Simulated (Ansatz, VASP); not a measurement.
## SiO2: VASP beside Ansatz

```xyz
6
Lattice="-2.5131 2.5131 3.6859 2.5131 -2.5131 3.6859 2.5131 2.5131 -3.6859" Properties=species:S:1:pos:R:3 pbc="T T T"
Si    0.0000    0.0000    0.0000
Si    0.0000    2.5131    1.8429
O     0.4648    1.2566    0.9215
O     1.2566    2.9780    2.7644
O    -1.2566    2.0483    2.7644
O    -0.4648    3.7697    0.9215
```

Alike in both runs: functional PBE; k mesh 6 × 6 × 6; occupations gaussian, width 0.02 eV; no spin polarisation.

Ansatz relaxed the structure, and its values are those at the end. VASP's run is a single point on that final structure, the one shown.

```csv
,VASP,Ansatz
version,VASP 6.6.1,Ansatz 0.2.0
potentials or method,"VASP PAW PBE potentials, release 64 (Si, O), cutoff 520 eV","scalar-relativistic, plane waves, PAW"
valence electrons in the cell,32,32
```

|  | VASP | Ansatz | Ansatz less VASP |
| --- | --- | --- | --- |
| gap on the k mesh at the Fermi level (eV) | 5.74 | 5.74 | +0.001 |
| least direct gap on the mesh (eV) | 5.74 | 5.74 | +0.001 |
| pressure (GPa) | 0.1 | 0.0 | -0.09 |
| rms of the force components (eV/Å) | 0.003 | 0.001 | -0.0019 |

With one functional, cell and mesh, what is left measures potentials, basis and numerics.
